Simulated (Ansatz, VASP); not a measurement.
One calculation of CaC8, two programs

```
CELL_PARAMETERS angstrom
4.99873 0.00000 0.00000
-2.49937 4.32903 0.00000
0.00000 0.00000 4.36803
ATOMIC_POSITIONS crystal
Ca 0.00000 0.00000 0.50000
C 0.33551 0.16776 0.00000
C 0.33333 0.66667 0.00000
C 0.83224 0.16776 0.00000
C 0.83224 0.66449 0.00000
C 0.16776 0.33551 0.00000
C 0.16776 0.83224 0.00000
C 0.66667 0.33333 0.00000
C 0.66449 0.83224 0.00000
```

Alike in both runs: task single point; functional PBE; dispersion D3(BJ); k mesh 6 × 6 × 4; occupations gaussian, width 0.1 eV; no spin polarisation.

```csv
,VASP,Ansatz
version,VASP 6.6.1,Ansatz 0.2.0
potentials or method,"VASP PAW PBE potentials, release 64 (Ca_sv, C), cutoff 520 eV","scalar-relativistic, plane waves, PAW"
valence electrons in the cell,42,42
```

Ansatz gave:

| Item | Value |
| --- | --- |
| gap on the k mesh at the Fermi level (eV) | none |
| pressure (GPa) | -0.2 |
| traceless stress, the component that is largest in VASP (GPa) | 0.94 |
| rms of the force components (eV/Å) | 0.001 |

Estimate VASP's values.

gap on the k mesh at the Fermi level (eV): none; pressure (GPa): 0.1; traceless stress, the component that is largest in VASP (GPa): 0.82; rms of the force components (eV/Å): 0.004.

Atom by atom the forces differ by 0.004 eV/Å (rms over components). A gap of «none» marks a metal or a gap that the smearing closes.
